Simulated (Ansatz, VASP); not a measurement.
**SiC: VASP beside Ansatz**

```
CELL_PARAMETERS angstrom
3.12518 0.00000 0.00000
-1.56259 2.70648 0.00000
0.00000 0.00000 5.12989
ATOMIC_POSITIONS crystal
Si 0.33333 0.66667 0.49954
Si 0.66667 0.33333 0.99954
C 0.33333 0.66667 0.87546
C 0.66667 0.33333 0.37546
```

Change from the starting cell: hydrostatic strain +1.6%.

Alike in both runs: task single point; functional PBE; k mesh 12 × 12 × 6; occupations fermi-dirac, width 0.02 eV; no spin polarisation.

|  | VASP | Ansatz |
| --- | --- | --- |
| version | VASP 6.6.1 | Ansatz 0.2.0 |
| potentials or method | VASP PAW PBE potentials, release 64 (Si, C) | plane waves, PAW |
| plane-wave cutoff (eV) | 520 | 420 |
| valence electrons in the cell | 16 | 16 |

```tsv
	VASP	Ansatz	Ansatz less VASP
gap on the k mesh at the Fermi level (eV)	2.36	2.36	+0.003
pressure (GPa)	-6.5	-6.5	+0.04
```
